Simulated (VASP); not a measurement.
# NaTa3O3: single point with PBE

NaTa3O3:

```
Na Ta O
1.0
     2.92633    0.00000    0.00000
    -1.46317    2.53428    0.00000
     0.00000    0.00000   11.84788
Na Ta O
1 3 3
Direct
  0.00000 0.00000 0.99501
  0.66667 0.33333 0.45922
  0.00000 0.00000 0.73486
  0.00000 0.00000 0.24676
  0.33333 0.66667 0.62104
  0.33333 0.66667 0.84659
  0.66667 0.33333 0.13052
```

| Property | Result |
| --- | --- |
| Program | VASP 6.6.1 |
| Task | single point |
| Functional | PBE |
| Potentials or basis | VASP PAW PBE potentials, release 64 (Na_pv, Ta_pv, O) |
| Cutoff | 520 eV |
| k mesh | 12 × 12 × 2 |
| Occupations | gaussian, width 0.2 eV |
| Spin | no spin polarisation |

```
Pressure               : 0.5 GPa
Largest force          : 0.087 eV/Å
Band gap on the k mesh : zero (bands 29 and 30 overlap by 0.45 eV)
```

Forces in eV/Å, atoms in the order of the input:
```
Na   0.000  0.000 -0.017
Ta   0.000  0.000 -0.065
Ta   0.000  0.000  0.035
Ta   0.000  0.000  0.087
O    0.000  0.000 -0.072
O    0.000  0.000  0.070
O    0.000  0.000 -0.039
```

Stress tensor (GPa, compression positive):
```
0.49 0.00 0.00
0.00 0.49 0.00
0.00 0.00 0.59
```

Levels at points of the mesh, in eV from the Fermi level:
```tsv
k point	band 27	band 28	band 29	band 30	band 31	band 32
(0.00, 0.00, 0.00)	-1.22	-0.38	0.30	0.30	0.81	1.17
(0.50, 0.00, 0.00)	-2.05	-1.76	-0.19	1.75	1.86	3.07
(0.00, 0.00, 0.50)	-1.16	-0.44	0.30	0.30	0.83	1.18
(0.50, 0.00, 0.50)	-1.98	-1.81	-0.20	1.74	1.86	3.06
```

It took 98 s on 1 thread of AMD EPYC 9R45 96-Core Processor (Zen 5), with other jobs on the host, peak memory 0.25 GiB.

Caveat: spin-orbit coupling is left out, which moves the levels of the heavy elements.
